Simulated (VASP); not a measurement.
MoS2: single point with PBE

Crystal: MoS2.

```
CELL_PARAMETERS angstrom
3.19341 0.00000 0.00000
-1.59671 2.76558 0.00000
0.00000 0.00000 6.77165
ATOMIC_POSITIONS crystal
Mo 0.00000 0.00000 0.00000
S 0.33333 0.66667 0.23384
S 0.66667 0.33333 0.76616
```

```json
{
  "Program": "VASP 6.6.1",
  "Task": "single point",
  "Functional": "PBE",
  "Potentials or basis": "VASP PAW PBE potentials, release 64 (Mo_sv, S)",
  "Cutoff": "520 eV",
  "k mesh": "12 × 12 × 6",
  "Occupations": "gaussian, width 0.05 eV",
  "Spin": "no spin polarisation"
}
```

| Property | Result |
| --- | --- |
| Pressure | -0.1 GPa |
| Largest force | 0.007 eV/Å |
| Band gap on the k mesh | zero (bands 13 and 14 overlap by 0.88 eV) |

Forces on the atoms (eV/Å):
```
Mo   0.000  0.000  0.000
S    0.000  0.000 -0.007
S    0.000  0.000  0.007
```

Levels at points of the mesh, in eV from the Fermi level:
```csv
k point,band 11,band 12,band 13,band 14,band 15,band 16
"(0.00, 0.00, 0.00)",-1.22,-0.90,-0.90,-0.23,-0.23,3.14
"(0.50, 0.00, 0.00)",-3.06,-1.96,-1.63,1.06,1.75,3.44
"(0.00, 0.00, 0.50)",-0.90,-0.90,-0.49,-0.25,-0.25,3.21
"(0.50, 0.00, 0.50)",-2.62,-2.18,-1.57,1.06,1.79,3.28
```

It took 2.2 min on 1 thread of AMD EPYC 7R43 64-Core Processor (Zen 3) (shared host), peak memory 0.21 GiB.

Caveat: this functional lacks dispersion, which binds layers or chains, so the pressure and a relaxed spacing across them are unreliable.
